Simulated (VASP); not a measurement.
# ZnO: single point with PBE

ZnO:

```
CELL_PARAMETERS angstrom
0.00000 2.13377 2.13377
2.16855 0.00000 2.13377
2.16855 2.13377 0.00000
ATOMIC_POSITIONS crystal
Zn 0.00000 0.00000 0.00000
O 0.50000 0.50000 0.50000
```

This cell differs from its parent crystal: uniaxial x strain +1.6%.

| Item | Value |
| --- | --- |
| Program | VASP 6.6.1 |
| Task | single point |
| Functional | PBE |
| Potentials or basis | VASP PAW PBE potentials, release 64 (Zn, O_h) |
| Cutoff | 910 eV |
| k mesh | 10 × 10 × 10 |
| Occupations | fermi-dirac, width 0.02 eV |
| Spin | no spin polarisation |

The pressure is 5.7 GPa and the band gap on the k mesh is 0.80 eV, indirect (least direct gap 2.13 eV).

Stress tensor (GPa, compression positive):
```
4.47 0.00 0.00
0.00 6.27 0.00
0.00 0.00 6.27
```

Levels at points of the mesh, in eV from the valence-band top:
| k point | band 6 | band 7 | band 8 | band 9 | band 10 | band 11 | band 12 | band 13 |
| --- | --- | --- | --- | --- | --- | --- | --- | --- |
| (0.00, 0.00, 0.00) | -4.66 | -1.42 | -1.42 | -1.33 | 0.80 | 17.84 | 17.92 | 17.92 |
| (0.50, 0.00, 0.00) | -4.46 | -3.65 | -0.09 | 0.00 | 5.38 | 8.97 | 12.57 | 12.90 |
| (0.50, 0.50, 0.00) | -4.35 | -4.05 | -2.90 | -2.75 | 4.14 | 10.65 | 11.15 | 15.05 |
| (0.00, 0.50, 0.50) | -4.37 | -4.08 | -2.77 | -2.77 | 4.15 | 10.43 | 11.35 | 15.42 |

Wall time 37 s on 1 thread of AMD EPYC 9R14 (Zen 4) (shared host), peak memory 0.19 GiB.

Caveat: the cell differs from its parent crystal (uniaxial x strain +1.6%); the cutoff is under 1.25 times the usual one of these potentials, so pressure, stress and relaxed cells hold a basis-set (Pulay) error. A k mesh can miss the band edges.
